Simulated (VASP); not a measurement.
# CsBr (Pm-3m) in VASP: notebook, part 2 of 3

VASP 6.6.1. Earlier steps stand in the parts before.

## (3) Single point, r2SCAN

This run uses another cell than the first one, of 41.19 Å³/atom.

POSCAR reads:

```
CsBr
1.0
    4.3511516600      0.0000000000      0.0000000000
    0.0000000000      4.3511516600      0.0000000000
    0.0000000000      0.0000000000      4.3511516600
Cs Br
1 1
Direct
    0.0000000000      0.0000000000      0.0000000000
    0.5000000000      0.5000000000      0.5000000000
```

INCAR.step1 reads:

```
SYSTEM = CsBr
  ALGO = Normal
  EDIFF = 1E-5
  ENCUT = 550
  GGA = PE
  GGA_COMPAT = .FALSE.
  ISMEAR = -1
  LASPH = .TRUE.
  LCHARG = .FALSE.
  LREAL = .FALSE.
  LWAVE = .TRUE.
  NBANDS = 15
  NELM = 120
  PREC = Accurate
  SIGMA = 0.02
```

INCAR.step2 reads:

```
SYSTEM = CsBr
  ALGO = Normal
  EDIFF = 1E-6
  ENCUT = 550
  GGA_COMPAT = .FALSE.
  ISIF = 2
  ISMEAR = -1
  ISTART = 1
  LASPH = .TRUE.
  LCHARG = .FALSE.
  LMIXTAU = .TRUE.
  LREAL = .FALSE.
  LWAVE = .FALSE.
  METAGGA = R2SCAN
  NBANDS = 15
  NELM = 120
  PREC = Accurate
  SIGMA = 0.02
```

KPOINTS reads:

```
k-points
0
G
  8 8 8
  0 0 0
```

Potentials or basis: VASP PAW PBE potentials, release 64 (Cs_sv, Br).

The run is started by

```console
$ cat potpaw_PBE.64/Cs_sv/POTCAR potpaw_PBE.64/Br/POTCAR > POTCAR
$ cp INCAR.step1 INCAR
$ mpirun -np 1 vasp_std > vasp.out
$ cp INCAR.step2 INCAR
$ mpirun -np 1 vasp_std > vasp.out
```

OUTCAR:

```text
SYSTEM = CsBr
   EDIFF = 1E-6
   ENCUT = 550
   ISIF = 2
   ISMEAR = -1
   ISTART = 1
   LASPH = .TRUE.
   LREAL = .FALSE.
   METAGGA = R2SCAN
   NELM = 120
   PREC = Accurate

 ion  position               nearest neighbor table
   1  0.000  0.000  0.000-
   2  0.500  0.500  0.500-

  LATTYP: Found a simple cubic cell.
 ALAT       =     4.3511516600

  Lattice vectors:

 A1 = (   4.3511516600,   0.0000000000,   0.0000000000)
 A2 = (   0.0000000000,   4.3511516600,   0.0000000000)
 A3 = (   0.0000000000,   0.0000000000,   4.3511516600)

Analysis of symmetry for initial positions (statically):
=====================================================================
 Subroutine PRICEL returns:
 Original cell was already a primitive cell.

 Routine SETGRP: Setting up the symmetry group for a
 simple cubic supercell.

 Subroutine GETGRP returns: Found 48 space group operations
 (whereof 48 operations were pure point group operations)
 out of a pool of 48 trial point group operations.

The static configuration has the point symmetry O_h .

Analysis of symmetry for dynamics (positions and initial velocities):
=====================================================================
 Subroutine PRICEL returns:
 Original cell was already a primitive cell.

 Routine SETGRP: Setting up the symmetry group for a
 simple cubic supercell.

 Subroutine GETGRP returns: Found 48 space group operations
 (whereof 48 operations were pure point group operations)
 out of a pool of 48 trial point group operations.

The dynamic configuration has the point symmetry O_h .

 Subroutine INISYM returns: Found 48 space group operations
 (whereof 48 operations are pure point group operations),
 and found     1 'primitive' translations

----------------------------------------------------------------------------------------

                                     Primitive cell

  volume of cell :      82.3783

  direct lattice vectors                    reciprocal lattice vectors
     4.351151660  0.000000000  0.000000000     0.229824212  0.000000000  0.000000000
     0.000000000  4.351151660  0.000000000     0.000000000  0.229824212  0.000000000
     0.000000000  0.000000000  4.351151660     0.000000000  0.000000000  0.229824212

  length of vectors
     4.351151660  4.351151660  4.351151660     0.229824212  0.229824212  0.229824212

  position of ions in fractional coordinates (direct lattice)
     0.000000000  0.000000000  0.000000000
     0.500000000  0.500000000  0.500000000

  ion indices of the primitive-cell ions
   primitive index   ion index
                 1           1
                 2           2

----------------------------------------------------------------------------------------

 KPOINTS: k-points

Automatic generation of k-mesh.
 Grid dimensions read from file:
 generate k-points for:    8    8    8

 Generating k-lattice:

  Cartesian coordinates                     Fractional coordinates (reciprocal lattice)
     0.028728026  0.000000000  0.000000000     0.125000000  0.000000000  0.000000000
     0.000000000  0.028728026  0.000000000     0.000000000  0.125000000  0.000000000
     0.000000000  0.000000000  0.028728026     0.000000000  0.000000000  0.125000000

  Length of vectors
     0.028728026  0.028728026  0.028728026

  Shift w.r.t. Gamma in fractional coordinates (k-lattice)
     0.000000000  0.000000000  0.000000000

 Subroutine IBZKPT returns following result:
 ===========================================

 Found     35 irreducible k-points:

 Following reciprocal coordinates:
            Coordinates               Weight
  0.000000  0.000000  0.000000      1.000000
  0.125000  0.000000  0.000000      6.000000
  0.250000  0.000000  0.000000      6.000000
  0.375000  0.000000  0.000000      6.000000
  0.500000  0.000000  0.000000      3.000000
  0.125000  0.125000  0.000000     12.000000
[... 16 lines left out ...]
  0.375000  0.375000  0.125000     24.000000
  0.500000  0.375000  0.125000     24.000000
 [... further k-points ...]
   k-points           NKPTS =     35   k-points in BZ     NKDIM =     35   number of bands    NBANDS=     15
   number of dos      NEDOS =    301   number of ions     NIONS =      2
   total plane-waves  NPLWV =  46656
   dimension x,y,z NGX =    36 NGY =   36 NGZ =   36
   dimension x,y,z NGXF=    72 NGYF=   72 NGZF=   72
   ions per type =               1   1
   NGX,Y,Z   is equivalent  to a cutoff of  13.75, 13.75, 13.75 a.u.
   NGXF,Y,Z  is equivalent  to a cutoff of  27.51, 27.51, 27.51 a.u.
 SYSTEM =  CsBr
   PREC   = accura    normal or accurate (medium, high low for compatibility)
   ISTART =      1    job   : 0-new  1-cont  2-samecut
   ICHARG =      0    charge: 1-file 2-atom 10-const
   ISPIN  =      1    spin polarized calculation?
   LNONCOLLINEAR =      F non collinear calculations
   LSORBIT =      F    spin-orbit coupling
   LASPH  =      T    aspherical Exc in radial PAW
   ENCUT  =  550.0 eV  40.42 Ry    6.36 a.u.   8.32  8.32  8.32*2*pi/ulx,y,z
   NELM   =    120;   NELMIN=  2; NELMDL=  0     # of ELM steps
   EDIFF  = 0.1E-05   stopping-criterion for ELM
   LREAL  =      F    real-space projection
   EDIFFG = 0.1E-04   stopping-criterion for IOM
   NSW    =      0    number of steps for IOM
   IBRION =     -1    ionic relax: 0-MD 1-quasi-New 2-CG
   NFREE  =      0    steps in history (QN), initial steepest desc. (CG)
   ISIF   =      2    stress and relaxation
   ISYM   =      2    0-nonsym 1-usesym 2-fastsym
   POTIM  = 0.5000    time-step for ionic-motion
   TEBEG  =    0.0;   TEEND  =   0.0 temperature during run
   PSTRESS=    0.0 pullay stress
   NELECT =      16.0000    total number of electrons
   NUPDOWN=      -1.0000    fix difference up-down
   EMIN   =  10.00;   EMAX   =-10.00  energy-range for DOS
   EFERMI =   0.00;   METHOD = LEGACY
   ISMEAR =    -1;   SIGMA  =   0.02  broadening in eV -4-tet -1-fermi 0-gaus
   EFERMI_NEDOS =   21; number of points for ismear=-14 and -15
   IALGO  =     38    algorithm
   IMIX   =      4    mixing-type and parameters
     AMIX     =   0.40;   BMIX     =  1.00
     AMIX_MAG =   1.60;   BMIX_MAG =  1.00
  volume/ion in A,a.u.               =      41.19       277.96
  Fermi-wavevector in a.u.,A,eV,Ry     =   0.948078  1.791607 12.229615  0.898851
  Thomas-Fermi vector in A             =   2.076232
   LORBIT       =      0    0 simple, 1 ext, 2 COOP (PROOUT), +10 PAW based schemes
   METAGGA = R2SCAN    functional components
   LHFCALC =     F    Hartree Fock is set to
   AEXX    =    0.0000 exact exchange contribution
   IVDW    =     0    specifies the selected vdW correction
   LEPSILON=     F    determine dielectric tensor
   LRPA    =     F    only Hartree local field effects (RPA)
 non-spin polarized calculation
  energy-cutoff  :      550.00
  volume of cell :       82.38
 maximum number of plane-waves:      2469
 NGX is ok and might be reduce to    36
   NGX = 17   NGY = 17   NGZ = 17

 number of electron      16.0000005 magnetization

 Free energy of the ion-electron system (eV)
  ---------------------------------------------------
  ext. energy  EPLUGINS =         0.00000000
  ---------------------------------------------------
  free energy    TOTEN  =       -42.32464292 eV

  energy without entropy =      -42.32464292  energy(sigma->0) =      -42.32464292

 E-fermi :  -0.4171     XC(G=0):  -8.2512

 val. band max:       -0.8753730646   @ k =   0.5000   0.5000   0.0000
 cond. band min:       4.2154582690   @ k =   0.0000   0.0000   0.0000
 fundamental gap:      5.0908313335
 Fermi energy:        -0.4171431451

 k-point     1 :       0.0000    0.0000    0.0000
  band No.  band energies     occupation
      1     -21.2514      2.00000
      2     -13.6244      2.00000
      3      -7.4871      2.00000
      4      -7.4871      2.00000
      5      -7.4871      2.00000
      6      -0.8880      2.00000
      7      -0.8880      2.00000
      8      -0.8880      2.00000
      9       4.2155      0.00000
     10       4.5633      0.00000
     11       4.5633      0.00000
     12       8.8018      0.00000
     13       8.8018      0.00000
     14       8.8018      0.00000
[... 401 lines left out ...]
      2     -13.5332      2.00000
      3      -7.9661      2.00000
      4      -7.9067      2.00000
      5      -7.4311      2.00000
      6      -1.5860      2.00000
      7      -1.4832      2.00000
      8      -1.0557      2.00000
      9       5.4499      0.00000
     10       5.7198      0.00000
     11       7.1388      0.00000
     12       7.1938      0.00000
     13       8.9678      0.00000
     14      10.0924      0.00000
     15      10.9098      0.00000

 [... further k-points ...]

------------------------ aborting loop because EDIFF is reached ----------------------------------------

  FORCE on cell =-STRESS in cart. coord.  units (eV):
  Direction    XX          YY          ZZ          XY          YZ          ZX
  --------------------------------------------------------------------------------------
  -------------------------------------------------------------------------------------
  Total       -0.1219615     -0.1219615     -0.1219615      0.0000000     -0.0000000      0.0000000
  in kB       -2.3720325     -2.3720325     -2.3720325      0.0000000     -0.0000000      0.0000000
  external PRESSURE =      -2.3720325 kB  Pullay stress =       0.0000000 kB

 VOLUME and BASIS-vectors are now :
 -----------------------------------------------------------------------------
  energy-cutoff  :      550.00
  volume of cell :       82.38
      direct lattice vectors                 reciprocal lattice vectors
     4.351151660  0.000000000  0.000000000     0.229824212  0.000000000  0.000000000
     0.000000000  4.351151660  0.000000000     0.000000000  0.229824212  0.000000000
     0.000000000  0.000000000  4.351151660     0.000000000  0.000000000  0.229824212

 POSITION                                       TOTAL-FORCE (eV/Angst)
 -----------------------------------------------------------------------------------
      0.00000      0.00000      0.00000         0.000000      0.000000      0.000000
      2.17558      2.17558      2.17558         0.000000      0.000000      0.000000
 -----------------------------------------------------------------------------------
    total drift:                                0.000000      0.000000      0.000000

  FREE ENERGIE OF THE ION-ELECTRON SYSTEM (eV)
  ---------------------------------------------------
  free  energy   TOTEN  =       -42.3246429220 eV

  energy  without entropy=      -42.3246429220  energy(sigma->0) =      -42.32464292
```

Wall time 71 s (1 thread of Intel Xeon Platinum 8559C (Emerald Rapids), shared host); peak memory 0.23 GiB.

What came out:

| Quantity | Value |
| --- | --- |
| Free energy | -42.3246 eV |
| Pressure | -0.2 GPa |
| Band gap on the k mesh | 5.09 eV (least direct gap 5.10 eV) |

Levels at points of the mesh, in eV from the valence-band top:
| k point | band 4 | band 5 | band 6 | band 7 | band 8 | band 9 | band 10 | band 11 | band 12 | band 13 |
| --- | --- | --- | --- | --- | --- | --- | --- | --- | --- | --- |
| (0.00, 0.00, 0.00) | -6.61 | -6.61 | -0.01 | -0.01 | -0.01 | 5.09 | 5.44 | 5.44 | 9.68 | 9.68 |
| (0.50, 0.00, 0.00) | -6.52 | -6.52 | -1.22 | -0.19 | -0.19 | 6.42 | 7.74 | 8.23 | 8.93 | 9.40 |
| (0.50, 0.50, 0.00) | -7.13 | -6.46 | -0.57 | -0.57 | 0.00 | 5.82 | 6.09 | 7.82 | 7.82 | 11.51 |
| (0.50, 0.50, 0.50) | -6.98 | -6.98 | -1.08 | -1.08 | -1.08 | 8.79 | 8.79 | 8.79 | 9.66 | 9.66 |

Caveat: the PAW data sets were made with another functional, which shifts forces and pressure a little; spin-orbit coupling is left out, which moves the levels of the heavy elements. r2SCAN opens gaps a little over a GGA but as a rule still falls short of measured ones.

## (4) Single point, r2SCAN

This run uses another cell than the first one, of 42.00 Å³/atom.

POSCAR reads:

```
CsBr
1.0
    4.3794066800      0.0000000000      0.0000000000
    0.0000000000      4.3794066800      0.0000000000
    0.0000000000      0.0000000000      4.3794066800
Cs Br
1 1
Direct
    0.0000000000      0.0000000000      0.0000000000
    0.5000000000      0.5000000000      0.5000000000
```

INCAR.step1 reads:

```
SYSTEM = CsBr
PREC = Accurate ; ENCUT = 550
ISMEAR = -1 ; SIGMA = 0.02
LREAL = .False. ; LASPH = .True.
NELM = 120 ; NBANDS = 15
GGA = PE ; ALGO = Normal
EDIFF = 1E-5 ; LWAVE = .True.
LCHARG = .False. ; GGA_COMPAT = .False.
```

INCAR.step2 reads:

```
SYSTEM = CsBr
PREC = Accurate ; ENCUT = 550
EDIFF = 1E-6 ; ISMEAR = -1
SIGMA = 0.02 ; LREAL = .False.
LASPH = .True. ; NELM = 120
ALGO = Normal ; ISIF = 2
LWAVE = .False. ; LCHARG = .False.
METAGGA = R2SCAN ; LMIXTAU = .True.
NBANDS = 15 ; ISTART = 1
GGA_COMPAT = .False.
```

KPOINTS reads:

```
regular mesh
0
Gamma
  8 8 8
  0 0 0
```

The run is started by

```console
$ cat potpaw_PBE.64/Cs_sv/POTCAR potpaw_PBE.64/Br/POTCAR > POTCAR
$ cp INCAR.step1 INCAR
$ mpirun -np 1 vasp_std > vasp.out
$ cp INCAR.step2 INCAR
$ mpirun -np 1 vasp_std > vasp.out
```

Run time: 73 s. Hardware: 1 thread of Intel Xeon Platinum 8559C (Emerald Rapids), shared host; peak memory 0.24 GiB.

The run converged. Its results:

```yaml
Free_energy: -42.3210 eV
Pressure: -0.5 GPa
Band_gap_on_the_k_mesh: 5.01 eV (least direct gap 5.03 eV)
```

Levels at points of the mesh, in eV from the valence-band top:
| k point | band 6 | band 7 | band 8 | band 9 | band 10 | band 11 |
| --- | --- | --- | --- | --- | --- | --- |
| (0.00, 0.00, 0.00) | -0.02 | -0.02 | -0.02 | 5.01 | 5.45 | 5.45 |
| (0.50, 0.00, 0.00) | -1.18 | -0.18 | -0.18 | 6.41 | 7.64 | 8.12 |
| (0.50, 0.50, 0.00) | -0.57 | -0.57 | 0.00 | 5.80 | 6.07 | 7.80 |
| (0.50, 0.50, 0.50) | -1.04 | -1.04 | -1.04 | 8.69 | 8.69 | 8.69 |

Caveat: the PAW data sets were made with another functional, which shifts forces and pressure a little; spin-orbit coupling is left out, which moves the levels of the heavy elements.

[end of part 2 of 3]
